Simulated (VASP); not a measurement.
**BaZrO3: single point with LDA**

Crystal: BaZrO3.

```xyz
5
Lattice="4.1474 0.0000 0.0000 0.0000 4.1474 0.0000 0.0000 0.0000 4.1474" Properties=species:S:1:pos:R:3 pbc="T T T"
Ba    0.0000    0.0000    0.0000
Zr    2.0737    2.0737    2.0737
O     0.0000    2.0737    2.0737
O     2.0737    0.0000    2.0737
O     2.0737    2.0737    0.0000
```

```
Program                : VASP 6.6.1
Task                   : single point
Functional             : LDA
Potentials or basis    : VASP PAW LDA potentials, release 64 (Ba_sv, Zr_sv, O)
Cutoff                 : 520 eV
k mesh                 : 6 × 6 × 6
Occupations            : gaussian, width 0.01 eV
Spin                   : no spin polarisation
Dipole correction      : no
Further INCAR settings : ALGO = Normal; EDIFF = 1e-06; NBANDS = 28
```

```yaml
Pressure: 1.5 GPa
Band_gap_on_the_k_mesh: 3.13 eV, indirect (least direct gap 3.31 eV)
```

Levels at points of the mesh, in eV from the valence-band top:
```tsv
k point	band 16	band 17	band 18	band 19	band 20	band 21	band 22	band 23	band 24	band 25
(0.00, 0.00, 0.00)	-1.05	-1.05	-0.18	-0.18	-0.18	3.13	3.13	3.13	4.55	4.55
(0.50, 0.00, 0.00)	-1.82	-1.81	-1.81	-0.40	-0.40	3.62	5.86	5.86	6.45	6.74
(0.50, 0.50, 0.00)	-2.56	-0.93	-0.93	-0.70	-0.08	5.83	5.83	6.57	6.66	7.88
(0.50, 0.50, 0.50)	-2.57	-2.57	0.00	0.00	0.00	6.03	6.03	6.03	7.25	7.25
```

It took 20 s on 1 thread of Intel(R) Xeon(R) Platinum 8375C CPU @ 2.90GHz (Ice Lake), with other jobs on the host, peak memory 0.17 GiB.

Caveat: spin-orbit coupling is left out, which moves the levels of the heavy elements. A k mesh can miss the band edges.
